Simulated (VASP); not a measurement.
Cu, 2 atoms in the cell. The typed cell holds 2 atoms: a = 2.618 Å, b = 2.618 Å, c = 4.287 Å, α = 90.01°, β = 90.01°, γ = 120.01°. 

* Program: VASP 6.6.1
* Task: single point
* Functional: BLYP
* Potentials or basis: VASP PAW PBE potentials, release 64 (Cu)
* Cutoff: 520 eV
* k mesh: 15 × 15 × 8
* Occupations: fermi-dirac, width 0.1 eV
* Spin: no spin polarisation
* Dipole correction: no
* Further INCAR settings: ALGO = Normal; EDIFF = 1e-06; NBANDS = 18

Potentials or basis: VASP PAW PBE potentials, release 64 (Cu).

Launch:

```sh
$ cat potpaw_PBE.64/Cu/POTCAR > POTCAR
$ mpirun -np 1 vasp_std > vasp.out
```

Hardware: 1 thread of AMD EPYC 7R13, with other jobs on the host.

Question: Estimate the wall time of this run.

Answer: Run time: 2.9 min on 1 thread of AMD EPYC 7R13, on a shared host, peak memory 0.26 GiB. Counts: scf iterations 11, k points 488.
